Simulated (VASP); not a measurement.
# MoS2 (P6_3/mmc) in VASP: notebook

Aim: see how the results for MoS2 move with the level of theory and the settings. Levels: LDA+U, PBEsol, RPBE+D3(BJ), PBE+D3(BJ). Tasks: single point.

All numbers are computed with VASP 6.6.1; they aren't measurements. Logs are shortened: lines on timing, memory, paths and dates and some standing lists are left out, and cuts for length are marked.

**What was measured.**

“Multiwavelength excitation Raman Scattering Analysis of bulk and 2 dimensional MoS2: Vibrational properties of atomically thin MoS2 layers”, 2015, arxiv:1506.03228 reports, for a bulk crystal of MoS2 at 300 K: band gap 1.3 eV (indirect).

The runs below are set against these values where they give the same quantity.

## (1) The cell of the first run

The structure is hexagonal, space group P6_3/mmc (No. 194). The conventional cell has a = 3.169 Å, b = 3.169 Å, c = 12.324 Å, α = 90.00°, β = 90.00°, γ = 120.00°. Mo (site symmetry -6m2) has 6 S at 2.41 Å and 6 Mo at 3.17 Å within 3.2 Å. S (site symmetry 3m) has 3 Mo at 2.41 Å and 7 S at 3.13 to 3.17 Å within 3.2 Å.

## (2) Single point, LDA+U

Input file INCAR:

```
ALGO = Normal
EDIFF = 1E-7
ENCUT = 520
ISIF = 2
ISMEAR = -1
LASPH = True
LCHARG = False
LDAU = True
LDAUJ = 0 0
LDAUL = 2 -1
LDAUPRINT = 1
LDAUTYPE = 2
LDAUU = 4 0
LMAXMIX = 4
LREAL = False
LWAVE = False
NBANDS = 35
NELM = 150
PREC = Accurate
SIGMA = 0.05
```

Input file KPOINTS:

```
k-points
0
Gamma
  10 10 3
```

Input file POSCAR:

```
MoS2
1.0
    3.1690000000      0.0000000000      0.0000000000
   -1.5845000000      2.7444345046      0.0000000000
    0.0000000000      0.0000000000     12.3240000000
Mo S
2 4
Direct
    0.6666666667      0.3333333333      0.7500000000
    0.3333333333      0.6666666667      0.2500000000
    0.6666666667      0.3333333333      0.3770000000
    0.3333333333      0.6666666667      0.8770000000
    0.6666666667      0.3333333333      0.1230000000
    0.3333333333      0.6666666667      0.6230000000
```

Potentials or basis: VASP PAW LDA potentials, release 64 (Mo_sv, S).

Command:

```
cat potpaw_LDA.64/Mo_sv/POTCAR potpaw_LDA.64/S/POTCAR > POTCAR
mpirun -np 1 vasp_std > vasp.out
```

OUTCAR:

```text
EDIFF = 1E-7
   ENCUT = 520
   ISIF = 2
   ISMEAR = -1
   LASPH = True
   LREAL = False
   NELM = 150
   PREC = Accurate

 ion  position               nearest neighbor table
   1  0.667  0.333  0.750-   4 2.41   6 2.41   4 2.41   6 2.41   4 2.41   6 2.41
   2  0.333  0.667  0.250-   3 2.41   5 2.41   3 2.41   5 2.41   3 2.41   5 2.41
   3  0.667  0.333  0.377-   2 2.41   2 2.41   2 2.41
   4  0.333  0.667  0.877-   1 2.41   1 2.41   1 2.41
   5  0.667  0.333  0.123-   2 2.41   2 2.41   2 2.41
   6  0.333  0.667  0.623-   1 2.41   1 2.41   1 2.41

  LATTYP: Found a hexagonal cell.
 ALAT       =     3.1690000000
 C/A-ratio  =     3.8889239508

  Lattice vectors:

 A1 = (   3.1690000000,   0.0000000000,   0.0000000000)
 A2 = (  -1.5845000000,   2.7444345046,   0.0000000000)
 A3 = (   0.0000000000,   0.0000000000,  12.3240000000)

Analysis of symmetry for initial positions (statically):
=====================================================================
 Subroutine PRICEL returns:
 Original cell was already a primitive cell.

 Routine SETGRP: Setting up the symmetry group for a
 hexagonal supercell.

 Subroutine GETGRP returns: Found 24 space group operations
 (whereof 12 operations were pure point group operations)
 out of a pool of 24 trial point group operations.

The static configuration has the point symmetry D_3d.
 The point group associated with its full space group is D_6h.

Analysis of symmetry for dynamics (positions and initial velocities):
=====================================================================
 Subroutine PRICEL returns:
 Original cell was already a primitive cell.

 Routine SETGRP: Setting up the symmetry group for a
 hexagonal supercell.

 Subroutine GETGRP returns: Found 24 space group operations
 (whereof 12 operations were pure point group operations)
 out of a pool of 24 trial point group operations.

The dynamic configuration has the point symmetry D_3d.
 The point group associated with its full space group is D_6h.

 Subroutine INISYM returns: Found 24 space group operations
 (whereof 12 operations are pure point group operations),
 and found     1 'primitive' translations

----------------------------------------------------------------------------------------

                                     Primitive cell

  volume of cell :     107.1832

  direct lattice vectors                    reciprocal lattice vectors
     3.169000000  0.000000000  0.000000000     0.315556958  0.182186895  0.000000000
    -1.584500000  2.744434505  0.000000000     0.000000000  0.364373789  0.000000000
     0.000000000  0.000000000 12.324000000     0.000000000  0.000000000  0.081142486

  length of vectors
     3.169000000  3.169000000 12.324000000     0.364373789  0.364373789  0.081142486

  position of ions in fractional coordinates (direct lattice)
     0.666666667  0.333333333  0.750000000
     0.333333333  0.666666667  0.250000000
     0.666666667  0.333333333  0.377000000
     0.333333333  0.666666667  0.877000000
     0.666666667  0.333333333  0.123000000
     0.333333333  0.666666667  0.623000000

  ion indices of the primitive-cell ions
   primitive index   ion index
                 1           1
                 2           2
                 3           3
                 4           4
                 5           5
                 6           6

----------------------------------------------------------------------------------------

 KPOINTS: k-points

Automatic generation of k-mesh.
 Grid dimensions read from file:
 generate k-points for:   10   10    3

 Generating k-lattice:

  Cartesian coordinates                     Fractional coordinates (reciprocal lattice)
     0.031555696  0.018218689  0.000000000     0.100000000 -0.000000000  0.000000000
     0.000000000  0.036437379  0.000000000     0.000000000  0.100000000  0.000000000
     0.000000000  0.000000000  0.027047495     0.000000000  0.000000000  0.333333333

  Length of vectors
     0.036437379  0.036437379  0.027047495

  Shift w.r.t. Gamma in fractional coordinates (k-lattice)
     0.000000000  0.000000000  0.000000000

 Subroutine IBZKPT returns following result:
 ===========================================
[... 56 lines left out ...]
   POTIM  = 0.5000    time-step for ionic-motion
   TEBEG  =    0.0;   TEEND  =   0.0 temperature during run
   PSTRESS=    0.0 pullay stress
   NELECT =      52.0000    total number of electrons
   NUPDOWN=      -1.0000    fix difference up-down
   EMIN   =  10.00;   EMAX   =-10.00  energy-range for DOS
   EFERMI =   0.00;   METHOD = LEGACY
   ISMEAR =    -1;   SIGMA  =   0.05  broadening in eV -4-tet -1-fermi 0-gaus
   EFERMI_NEDOS =   21; number of points for ismear=-14 and -15
   IALGO  =     38    algorithm
   IMIX   =      4    mixing-type and parameters
     AMIX     =   0.40;   BMIX     =  1.00
     AMIX_MAG =   1.60;   BMIX_MAG =  1.00
  volume/ion in A,a.u.               =      17.86       120.55
  Fermi-wavevector in a.u.,A,eV,Ry     =   1.286373  2.430893 22.514325  1.654756
  Thomas-Fermi vector in A             =   2.418452
   LORBIT       =      0    0 simple, 1 ext, 2 COOP (PROOUT), +10 PAW based schemes
 LDA+U is selected, type is set to LDAUTYPE =  2
   angular momentum for each species LDAUL =     2   -1
   U (eV)           for each species LDAUU =   4.0  0.0
   J (eV)           for each species LDAUJ =   0.0  0.0
   GGA     = CA    functional components
   LHFCALC =     F    Hartree Fock is set to
   AEXX    =    0.0000 exact exchange contribution
   IVDW    =     0    specifies the selected vdW correction
   LEPSILON=     F    determine dielectric tensor
   LRPA    =     F    only Hartree local field effects (RPA)
 non-spin polarized calculation
  energy-cutoff  :      520.00
  volume of cell :      107.18
 maximum number of plane-waves:      2908
 NGX is ok and might be reduce to    24
   NGX = 11   NGY = 11   NGZ = 45

atom =   1  type =  1  l = 2

 onsite density matrix

spin component  1

  0.3930  0.0000 -0.0000  0.0000  0.0000
  0.0000  0.3779 -0.0000  0.0000 -0.0000
 -0.0000 -0.0000  0.4243  0.0000  0.0000
  0.0000  0.0000  0.0000  0.3779  0.0000
  0.0000 -0.0000  0.0000  0.0000  0.3930

spin component  2

  0.3930  0.0000 -0.0000  0.0000  0.0000
  0.0000  0.3779 -0.0000  0.0000 -0.0000
 -0.0000 -0.0000  0.4243  0.0000  0.0000
  0.0000  0.0000  0.0000  0.3779  0.0000
  0.0000 -0.0000  0.0000  0.0000  0.3930

 occupancies and eigenvectors

  o =  0.3779  v =  0.0000  0.0000  0.0000 -1.0000 -0.0000  0.0000  0.0000  0.0000  0.0000  0.0000      0.0000  0.0000  0.0000  0.0000  0.0000  0.0000  0.0000  0.0000  0.0000  0.0000
  o =  0.3779  v =  0.0000  0.0000  0.0000  0.0000  0.0000  0.0000  0.0000  0.0000 -1.0000 -0.0000      0.0000  0.0000  0.0000  0.0000  0.0000  0.0000  0.0000  0.0000  0.0000  0.0000
  o =  0.3779  v =  0.0000 -1.0000 -0.0000 -0.0000 -0.0000  0.0000  0.0000  0.0000  0.0000  0.0000      0.0000  0.0000  0.0000  0.0000  0.0000  0.0000  0.0000  0.0000  0.0000  0.0000
  o =  0.3779  v =  0.0000  0.0000  0.0000  0.0000  0.0000  0.0000 -1.0000 -0.0000 -0.0000 -0.0000      0.0000  0.0000  0.0000  0.0000  0.0000  0.0000  0.0000  0.0000  0.0000  0.0000
  o =  0.3930  v =  0.0000 -0.0000 -0.0000  0.0000  1.0000  0.0000  0.0000  0.0000  0.0000  0.0000      0.0000  0.0000  0.0000  0.0000  0.0000  0.0000  0.0000  0.0000  0.0000  0.0000
  o =  0.3930  v =  0.0000  0.0000  0.0000  0.0000  0.0000  0.0000 -0.0000 -0.0000  0.0000  1.0000      0.0000  0.0000  0.0000  0.0000  0.0000  0.0000  0.0000  0.0000  0.0000  0.0000
  o =  0.3930  v =  0.0000  0.0000  0.0000  0.0000  0.0000  1.0000  0.0000  0.0000  0.0000  0.0000      0.0000  0.0000  0.0000  0.0000  0.0000  0.0000  0.0000  0.0000  0.0000  0.0000
  o =  0.3930  v =  1.0000  0.0000  0.0000  0.0000  0.0000  0.0000  0.0000  0.0000  0.0000  0.0000      0.0000  0.0000  0.0000  0.0000  0.0000  0.0000  0.0000  0.0000  0.0000  0.0000
  o =  0.4243  v =  0.0000 -0.0000 -1.0000 -0.0000 -0.0000  0.0000  0.0000  0.0000  0.0000  0.0000      0.0000  0.0000  0.0000  0.0000  0.0000  0.0000  0.0000  0.0000  0.0000  0.0000
  o =  0.4243  v =  0.0000  0.0000  0.0000  0.0000  0.0000  0.0000 -0.0000 -1.0000 -0.0000 -0.0000      0.0000  0.0000  0.0000  0.0000  0.0000  0.0000  0.0000  0.0000  0.0000  0.0000

atom =   2  type =  1  l = 2

 onsite density matrix

spin component  1

  0.3930 -0.0000 -0.0000 -0.0000 -0.0000
 -0.0000  0.3779 -0.0000  0.0000 -0.0000
 -0.0000 -0.0000  0.4243  0.0000  0.0000
 -0.0000  0.0000  0.0000  0.3779  0.0000
 -0.0000 -0.0000  0.0000  0.0000  0.3930

spin component  2

  0.3930 -0.0000 -0.0000 -0.0000 -0.0000
 -0.0000  0.3779 -0.0000  0.0000 -0.0000
 -0.0000 -0.0000  0.4243  0.0000  0.0000
 -0.0000  0.0000  0.0000  0.3779  0.0000
 -0.0000 -0.0000  0.0000  0.0000  0.3930

 occupancies and eigenvectors

  o =  0.3779  v =  0.0000 -0.0000 -0.0000  1.0000  0.0000  0.0000  0.0000  0.0000  0.0000  0.0000      0.0000  0.0000  0.0000  0.0000  0.0000  0.0000  0.0000  0.0000  0.0000  0.0000
  o =  0.3779  v =  0.0000  0.0000  0.0000  0.0000  0.0000  0.0000 -0.0000 -0.0000  1.0000  0.0000      0.0000  0.0000  0.0000  0.0000  0.0000  0.0000  0.0000  0.0000  0.0000  0.0000
  o =  0.3779  v =  0.0000 -1.0000  0.0000 -0.0000 -0.0000  0.0000  0.0000  0.0000  0.0000  0.0000      0.0000  0.0000  0.0000  0.0000  0.0000  0.0000  0.0000  0.0000  0.0000  0.0000
  o =  0.3779  v =  0.0000  0.0000  0.0000  0.0000  0.0000  0.0000 -1.0000  0.0000 -0.0000 -0.0000      0.0000  0.0000  0.0000  0.0000  0.0000  0.0000  0.0000  0.0000  0.0000  0.0000
  o =  0.3930  v =  0.0000  0.0000  0.0000  0.0000  0.0000  0.0000  0.0000  0.0000  0.0000 -1.0000      0.0000  0.0000  0.0000  0.0000  0.0000  0.0000  0.0000  0.0000  0.0000  0.0000
  o =  0.3930  v =  0.0000  0.0000  0.0000  0.0000 -1.0000  0.0000  0.0000  0.0000  0.0000  0.0000      0.0000  0.0000  0.0000  0.0000  0.0000  0.0000  0.0000  0.0000  0.0000  0.0000
  o =  0.3930  v =  1.0000  0.0000  0.0000  0.0000  0.0000  0.0000  0.0000  0.0000  0.0000  0.0000      0.0000  0.0000  0.0000  0.0000  0.0000  0.0000  0.0000  0.0000  0.0000  0.0000
  o =  0.3930  v =  0.0000  0.0000  0.0000  0.0000  0.0000  1.0000  0.0000  0.0000  0.0000  0.0000      0.0000  0.0000  0.0000  0.0000  0.0000  0.0000  0.0000  0.0000  0.0000  0.0000
  o =  0.4243  v =  0.0000  0.0000  0.0000  0.0000  0.0000  0.0000  0.0000  1.0000  0.0000  0.0000      0.0000  0.0000  0.0000  0.0000  0.0000  0.0000  0.0000  0.0000  0.0000  0.0000
  o =  0.4243  v =  0.0000  0.0000  1.0000  0.0000  0.0000  0.0000  0.0000  0.0000  0.0000  0.0000      0.0000  0.0000  0.0000  0.0000  0.0000  0.0000  0.0000  0.0000  0.0000  0.0000

 number of electron      51.9999996 magnetization

 Free energy of the ion-electron system (eV)
  ---------------------------------------------------
  ext. energy  EPLUGINS =         0.00000000
  ---------------------------------------------------
  free energy    TOTEN  =       -39.31244771 eV

  energy without entropy =      -39.31244447  energy(sigma->0) =      -39.31244609

 E-fermi :   7.8134     XC(G=0): -11.1213

 val. band max:        7.4192482279   @ k =   0.0000   0.0000   0.0000
 cond. band min:       8.3076008195   @ k =   0.2000   0.2000   0.0000
 fundamental gap:      0.8883525916
 Fermi energy:         7.8133827901

 k-point     1 :       0.0000    0.0000    0.0000
  band No.  band energies     occupation
      1     -54.1163      2.00000
      2     -54.1163      2.00000
      3     -28.4378      2.00000
      4     -28.4377      2.00000
      5     -28.2275      2.00000
      6     -28.2275      2.00000
[... 901 lines left out ...]
     34      11.1764      0.00000
     35      13.0972      0.00000

 [... further k-points ...]

------------------------ aborting loop because EDIFF is reached ----------------------------------------

  FORCE on cell =-STRESS in cart. coord.  units (eV):
  Direction    XX          YY          ZZ          XY          YZ          ZX
  --------------------------------------------------------------------------------------
  -------------------------------------------------------------------------------------
  Total       -2.2491254     -2.2491254     -1.8183459      0.0000000     -0.0000000      0.0000000
  in kB      -33.6199802    -33.6199802    -27.1806775      0.0000000     -0.0000000      0.0000000
  external PRESSURE =     -31.4735459 kB  Pullay stress =       0.0000000 kB

 VOLUME and BASIS-vectors are now :
 -----------------------------------------------------------------------------
  energy-cutoff  :      520.00
  volume of cell :      107.18
      direct lattice vectors                 reciprocal lattice vectors
     3.169000000  0.000000000  0.000000000     0.315556958  0.182186895  0.000000000
    -1.584500000  2.744434505  0.000000000     0.000000000  0.364373789  0.000000000
     0.000000000  0.000000000 12.324000000     0.000000000  0.000000000  0.081142486

 POSITION                                       TOTAL-FORCE (eV/Angst)
 -----------------------------------------------------------------------------------
      1.58450      0.91481      9.24300         0.000000     -0.000000     -0.000000
     -0.00000      1.82962      3.08100        -0.000000      0.000000     -0.000000
      1.58450      0.91481      4.64615         0.000000     -0.000000     -0.194715
     -0.00000      1.82962     10.80815        -0.000000      0.000000     -0.194715
      1.58450      0.91481      1.51585         0.000000     -0.000000      0.194715
     -0.00000      1.82962      7.67785        -0.000000      0.000000      0.194715
 -----------------------------------------------------------------------------------
    total drift:                               -0.000000      0.000000     -0.000000

  FREE ENERGIE OF THE ION-ELECTRON SYSTEM (eV)
  ---------------------------------------------------
  free  energy   TOTEN  =       -39.3124477063 eV

  energy  without entropy=      -39.3124444655  energy(sigma->0) =      -39.31244609
```

Wall time 82 s (1 thread of Intel Xeon 6975P-C, shared host); peak memory 0.23 GiB.

What came out:

```
Free energy            : -39.3124 eV
Pressure               : -3.1 GPa
Largest force          : 0.195 eV/Å
Band gap on the k mesh : 0.89 eV, indirect (least direct gap 1.80 eV)
```

Forces in eV/Å, atoms in the order of the input:
```
Mo   0.000  0.000  0.000
Mo   0.000  0.000  0.000
S    0.000  0.000 -0.195
S    0.000  0.000 -0.195
S    0.000  0.000  0.195
S    0.000  0.000  0.195
```

Stress tensor (GPa, compression positive):
```
-3.36  0.00  0.00
 0.00 -3.36  0.00
 0.00  0.00 -2.72
```

Levels at points of the mesh, in eV from the valence-band top:
| k point | band 24 | band 25 | band 26 | band 27 | band 28 | band 29 |
| --- | --- | --- | --- | --- | --- | --- |
| (0.00, 0.00, 0.00) | -1.20 | -1.18 | 0.00 | 2.14 | 2.14 | 2.17 |
| (0.50, 0.00, 0.00) | -1.53 | -1.45 | -1.31 | 1.66 | 1.71 | 1.98 |

Eigenvalues of the final occupation matrices:
```csv
site,spin,trace,eigenvalues
site 1 d,1,1.97,0.38 0.38 0.39 0.39 0.42
site 1 d,2,1.97,0.38 0.38 0.39 0.39 0.42
site 2 d,1,1.97,0.38 0.38 0.39 0.39 0.42
site 2 d,2,1.97,0.38 0.38 0.39 0.39 0.42
```

## (3) Single point, LDA+U

Input file INCAR:

```
  PREC = Accurate
  ENCUT = 520
  EDIFF = 1E-7
  ISMEAR = -1
  SIGMA = 0.05
  LREAL = F
  LASPH = T
  NELM = 150
  ALGO = Normal
  ISIF = 2
  LWAVE = F
  LCHARG = F
  LMAXMIX = 4
  LDAU = T
  LDAUTYPE = 2
  LDAUL = 2 -1
  LDAUU = 5 0
  LDAUJ = 0 0
  LDAUPRINT = 1
  GGA = CA
  NBANDS = 35
```

Input file KPOINTS:

```
regular mesh
0
Gamma
  10 10 3
```

POSCAR is that of step 2.

Potentials or basis: VASP PAW LDA potentials, release 64 (Mo_sv, S).

Command:

```
cat potpaw_LDA.64/Mo_sv/POTCAR potpaw_LDA.64/S/POTCAR > POTCAR
mpirun -np 1 vasp_std > vasp.out
```

It took 78 s on 1 thread of Intel Xeon 6975P-C, shared host; peak memory 0.23 GiB.

The run converged. Its results:

```yaml
Free_energy: -36.9325 eV
Pressure: -2.5 GPa
Largest_force: 0.120 eV/Å
Band_gap_on_the_k_mesh: 0.90 eV, indirect (least direct gap 1.77 eV)
```

Forces on the atoms (eV/Å):
```
Mo   0.000  0.000  0.000
Mo   0.000  0.000  0.000
S    0.000  0.000 -0.120
S    0.000  0.000 -0.120
S    0.000  0.000  0.120
S    0.000  0.000  0.120
```

Stress tensor (GPa, compression positive):
```
-2.69  0.00  0.00
 0.00 -2.69  0.00
 0.00  0.00 -2.01
```

Levels at points of the mesh, in eV from the valence-band top:
```
           k point  band 22  band 23  band 24  band 25  band 26  band 27  band 28  band 29  band 30  band 31
(0.00, 0.00, 0.00)    -2.01    -2.01    -1.20    -1.18     0.00     2.17     2.17     2.19     2.19     2.30
(0.50, 0.00, 0.00)    -2.44    -1.72    -1.52    -1.46    -1.32     1.69     1.74     1.98     2.25     2.87
```

Eigenvalues of the final occupation matrices:
| site | spin | trace | eigenvalues |
| --- | --- | --- | --- |
| site 1 d | 1 | 1.95 | 0.37 0.37 0.39 0.39 0.43 |
| site 1 d | 2 | 1.95 | 0.37 0.37 0.39 0.39 0.43 |
| site 2 d | 1 | 1.95 | 0.37 0.37 0.39 0.39 0.43 |
| site 2 d | 2 | 1.95 | 0.37 0.37 0.39 0.39 0.43 |

## (4) Single point, PBEsol

Input file INCAR:

```
SYSTEM = MoS2
PREC     = Accurate       ! precision mode
ENCUT    = 520            ! plane-wave cutoff, eV
EDIFF    = 1E-6           ! SCF threshold, eV
ISMEAR   = -1             ! smearing method
SIGMA    = 0.03           ! smearing width, eV
LREAL    = .FALSE.        ! projectors in reciprocal space
LASPH    = .TRUE.         ! aspherical terms in the spheres
NELM     = 100            ! most SCF steps
ALGO     = Normal         ! electronic algorithm
ISIF     = 2              ! what is computed and relaxed
LWAVE    = .FALSE.        ! write WAVECAR
LCHARG   = .FALSE.        ! write CHGCAR
GGA      = PS             ! functional
NBANDS   = 35             ! bands
```

Input file KPOINTS:

```
regular mesh
0
G
  6 6 2
  0 0 0
```

POSCAR is that of step 3.

Potentials or basis: VASP PAW PBE potentials, release 64 (Mo_sv, S).

Command:

```
cat potpaw_PBE.64/Mo_sv/POTCAR potpaw_PBE.64/S/POTCAR > POTCAR
mpirun -np 1 vasp_std > vasp.out
```

Wall time 20 s (1 thread of Intel Xeon 6975P-C (Granite Rapids), shared host); peak memory 0.23 GiB.

Results (log left out):

```yaml
Free_energy: -46.8787 eV
Pressure: -3.0 GPa
Largest_force: 0.307 eV/Å
Band_gap_on_the_k_mesh: 0.86 eV, indirect (least direct gap 1.65 eV)
```

Forces in eV/Å, atoms in the order of the input:
```
Mo   0.000  0.000  0.000
Mo   0.000  0.000  0.000
S    0.000  0.000 -0.307
S    0.000  0.000 -0.307
S    0.000  0.000  0.307
S    0.000  0.000  0.307
```

Stress tensor (GPa, compression positive):
```
-3.30  0.00  0.00
 0.00 -3.30  0.00
 0.00  0.00 -2.38
```

Levels at points of the mesh, in eV from the valence-band top:
```csv
k point,band 23,band 24,band 25,band 26,band 27,band 28,band 29,band 30
"(0.00, 0.00, 0.00)",-2.12,-1.18,-1.17,0.00,2.11,2.11,2.13,2.13
"(0.50, 0.00, 0.00)",-1.72,-1.51,-1.42,-1.29,1.61,1.66,2.00,2.27
"(0.00, 0.00, 0.50)",-2.15,-2.15,-0.27,-0.27,2.11,2.11,2.11,2.11
"(0.50, 0.00, 0.50)",-1.62,-1.62,-1.35,-1.35,1.63,1.63,2.14,2.14
```

Caveat: the PAW data sets were made with another functional, which shifts forces and pressure a little; this functional lacks dispersion, which binds the layers, so the pressure and a relaxed spacing across them are unreliable.

(Continued in part 2 of 2.)
